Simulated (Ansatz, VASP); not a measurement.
## Two plane-wave programs on LiAlO

The input INCAR:

```
SYSTEM = LiAlO
ALGO     = Normal         ! electronic algorithm
EDIFF    = 1E-7           ! SCF threshold, eV
EDIFFG   = -0.01          ! ionic threshold
ENCUT    = 600            ! plane-wave cutoff, eV
GGA      = PE             ! functional
IBRION   = 2              ! ionic algorithm
ISIF     = 3              ! what is computed and relaxed
ISMEAR   = 0              ! smearing method
LASPH    = .TRUE.         ! aspherical terms in the spheres
LCHARG   = .FALSE.        ! write CHGCAR
LREAL    = .FALSE.        ! projectors in reciprocal space
LWAVE    = .FALSE.        ! write WAVECAR
NELM     = 60             ! most SCF steps
NSW      = 100            ! ionic steps
PREC     = Accurate       ! precision mode
SIGMA    = 0.1            ! smearing width, eV
```

The input KPOINTS:

```
k-points
0
G
  18 18 10
  0 0 0
```

Contents of POSCAR:

```
LiAlO
1.0
    3.2427266655      0.0000000000      0.0000000000
   -1.6213633328      2.8082836699      0.0000000000
    0.0000000000      0.0000000000      4.7524000638
Li Al O
1 1 1
Direct
    0.0000000000      0.0000000000      0.0000000000
    0.6666666667      0.3333333333      0.5000000000
    0.3333333333      0.6666666667      0.5000000000
```

Input for Ansatz:

```yaml
crystal:
  lattice:
    - [3.2427266655, 0.0, 0.0]
    - [-1.6213633328, 2.8082836699, 0.0]
    - [0.0, 0.0, 4.7524000638]
  atoms:
    - { symbol: Li, position: [0.0, 0.0, 0.0] }
    - { symbol: Al, position: [0.6666666667, 0.3333333333, 0.5] }
    - { symbol: O, position: [0.3333333333, 0.6666666667, 0.5] }
basis:
  ecutwfc: 420
kpoints:
  mp_grid: { grid: [18, 18, 10] }
hamiltonian:
  xc: pbe
scf:
  occupations: { method: gaussian, width: 0.1 }
output:
  forces: true
  stress: true
  eigenvalues: true
  write_density: true
  write_potential: true
  elf: true
  volumetric_format: npy
relax:
  adjacent_minimum: "off"
  f_tol: 0.01
  max_steps: 80
  cell: { stress_tol: 0.05 }
```

Change from the starting cell: species swapped into the SmPPt type (P-6m2, No. 187).

Alike in both runs: task relaxation of cell and atoms; functional PBE; k mesh 18 × 18 × 10; occupations gaussian, width 0.1 eV; no spin polarisation.

|  | VASP | Ansatz |
| --- | --- | --- |
| version | VASP 6.6.1 | Ansatz 0.2.0 |
| potentials or method | VASP PAW PBE potentials, release 64 (Li_sv, Al, O), cutoff 600 eV | scalar-relativistic, plane waves, PAW |
| valence electrons in the cell | 12 | 12 |

|  | VASP | Ansatz | Ansatz less VASP |
| --- | --- | --- | --- |
| gap on the k mesh at the Fermi level, each at its own relaxed structure (eV) | none | none | - |
| relaxed volume (Å³/atom) | 15.03 | 15.24 | +0.208 |
| relaxed cell length with the largest relative difference (Å) | 5.030 | 5.112 | +0.0826 |

A gap of «none» marks a metal or a gap that the smearing closes.

Noted on VASP's run: the cutoff is short for stress, so the pressure is rough.
